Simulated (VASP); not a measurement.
# MgO: single point with HSE06

The system is MgO.

```xyz
2
Lattice="0.0000 2.2820 2.3354 2.2820 0.0000 2.3354 2.2820 2.2820 0.0000" Properties=species:S:1:pos:R:3 pbc="T T T"
Mg    0.0000    0.0000    0.0000
O     1.1410    1.1410    1.1677
```

This cell differs from its parent crystal: uniaxial z strain +2.3%.

```yaml
Program: VASP 6.6.1
Task: single point
Functional: HSE06
Potentials_or_basis: VASP PAW PBE potentials, release 64 (Mg, O)
Cutoff: 520 eV
k_mesh: 6 × 6 × 6
Occupations: gaussian, width 0.01 eV
Spin: no spin polarisation
```

| Property | Result |
| --- | --- |
| Pressure | -3.0 GPa |
| Band gap on the k mesh | 5.08 eV, direct |

Stress tensor (GPa, compression positive):
```
-2.54  0.00  0.00
 0.00 -2.54  0.00
 0.00  0.00 -3.77
```

Levels at points of the mesh, in eV from the valence-band top:
| k point | band 1 | band 2 | band 3 | band 4 | band 5 | band 6 | band 7 | band 8 |
| --- | --- | --- | --- | --- | --- | --- | --- | --- |
| (0.00, 0.00, 0.00) | -17.33 | -0.05 | 0.00 | 0.00 | 5.08 | 18.52 | 18.52 | 18.52 |
| (0.50, 0.00, 0.00) | -16.66 | -3.17 | -0.28 | -0.17 | 10.39 | 11.40 | 16.12 | 16.53 |
| (0.50, 0.50, 0.00) | -16.49 | -2.72 | -0.75 | -0.75 | 7.81 | 13.29 | 15.80 | 18.73 |
| (0.50, 0.00, 0.50) | -16.45 | -2.61 | -0.86 | -0.85 | 7.81 | 13.23 | 15.99 | 18.24 |

Wall time 16 min on 1 thread of Intel Xeon 6975P-C, on a shared host, peak memory 0.25 GiB.

Caveat: the cell differs from its parent crystal (uniaxial z strain +2.3%); the PAW data sets were made with another functional, which shifts forces and pressure a little.
